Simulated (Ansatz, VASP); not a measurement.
W in VASP and in Ansatz

```
W
1.0
     2.85459    0.00000    0.00000
    -1.42730    2.47215    0.00000
     0.00000    0.00000   24.32307
W
5
Cartesian
  1.4273 0.8241 7.5000
  0.0000 1.6481 9.8308
  0.0000 0.0000 12.1615
  1.4273 0.8241 14.4923
  0.0000 1.6481 16.8231
```

Alike in both runs: task single point; functional PBE; k mesh 12 × 12 × 1; no spin polarisation.

|  | VASP | Ansatz |
| --- | --- | --- |
| version | VASP 6.6.1 | Ansatz 0.2.0 |
| potentials or method | VASP PAW PBE potentials, release 64 (W_sv), cutoff 520 eV | scalar-relativistic, plane waves, PAW |
| occupations | methfessel-paxton of order 1, width 0.2 eV | cold, width 0.2 eV |
| valence electrons in the cell | 70 | 70 |

```csv
,VASP,Ansatz,Ansatz less VASP
gap on the k mesh at the Fermi level (eV),none,none,-
rms of the force components (eV/Å),0.107,0.102,-0.0055
```

Atom by atom the forces differ by 0.009 eV/Å (rms over components). A gap of «none» marks a metal or a gap that the smearing closes.

Neither program's run includes spin-orbit coupling.
